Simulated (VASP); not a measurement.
Runs of VASP 6.6.1 on IrRh2. The structure is that of space group P-3m1 (No. 164), or close to it. The cells are those of the table. 

| task | spin | cell | k mesh | cutoff (eV) | gap on the mesh (eV) | pressure (GPa) | largest force (eV/Å) |
| --- | --- | --- | --- | --- | --- | --- | --- |
| single point | off | a = 2.690, b = 2.690, c = 13.194 Å, angles 90.0, 90.0, 120.0°, 6 atoms | 6 × 6 × 2 | 520 | none | (a) | 0.12 |
| single point | off | a = 2.733, b = 2.733, c = 13.220 Å, angles 90.0, 90.0, 120.0°, 6 atoms | 18 × 18 × 4 | 520 | none | 0.2 | 0.03 |
| relaxation of cell and atoms | off | relaxed from a = 2.690, b = 2.690, c = 13.194 Å, angles 90.0, 90.0, 120.0°, 6 atoms | 6 × 6 × 2 | 600 | none | 0.0 | 0.04 |
| single point | off | a = 2.753, b = 2.753, c = 13.059 Å, angles 90.0, 90.0, 120.0°, 6 atoms | 6 × 6 × 2 | 520 | none | 0.2 | 0.02 |
| single point | collinear, ferromagnetic start | a = 2.753, b = 2.753, c = 13.059 Å, angles 90.0, 90.0, 120.0°, 6 atoms | 6 × 6 × 2 | 520 | none | 0.2 | 0.02 |

Alike in all rows: level PBE; potentials or basis VASP PAW PBE potentials, release 64 (Ir, Rh_pv); smearing gaussian 0.1 eV.

Problem. Fill in the values left out.

Solution. (a) 11.4.

Caveats: some runs use coarse meshes; spin-orbit coupling is left out, which moves the levels of the heavy elements.

A k mesh can miss the band edges, and the runs leave out spin-orbit coupling on Ir, Rh.

A gap of «none» marks levels without a gap at the run's occupations.
